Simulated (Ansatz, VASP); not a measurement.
**One calculation of Be2Zn3Te3, two programs**

```
Be Zn Te
1.0
     4.08054    0.00000    0.00000
    -2.04027    3.53385    0.00000
     0.00000    0.00000   12.75907
Be Zn Te
2 3 3
Direct
  0.33333 0.66667 0.42430
  0.00000 0.00000 0.17083
  0.66667 0.33333 0.69696
  0.33333 0.66667 0.86258
  0.00000 0.00000 0.75791
  0.33333 0.66667 0.23082
  0.00000 0.00000 0.97626
  0.66667 0.33333 0.48535
```

Alike in both runs: task relaxation of cell and atoms; functional PBE; k mesh 12 × 12 × 4; occupations gaussian, width 0.1 eV; no spin polarisation.

|  | VASP | Ansatz |
| --- | --- | --- |
| version | VASP 6.6.1 | Ansatz 0.2.0 |
| potentials or method | VASP PAW PBE potentials, release 64 (Be, Zn, Te), cutoff 600 eV | scalar-relativistic, plane waves, PAW |
| valence electrons in the cell | 58 | 88 |

VASP gave:

* gap on the k mesh at the Fermi level, each at its own relaxed structure (eV): none
* relaxed volume (Å³/atom): 23.05
* relaxed cell length with the largest relative difference (Å): 4.084

Problem. Which values does Ansatz return?

Solution. gap on the k mesh at the Fermi level, each at its own relaxed structure (eV): none; relaxed volume (Å³/atom): 23.00; relaxed cell length with the largest relative difference (Å): 4.081.

A gap of «none» marks a metal or a gap that the smearing closes. VASP's potentials hold 58 valence electrons a cell and Ansatz's 88, so a difference there can come from the potentials and not from the codes.

Neither program's run includes spin-orbit coupling.
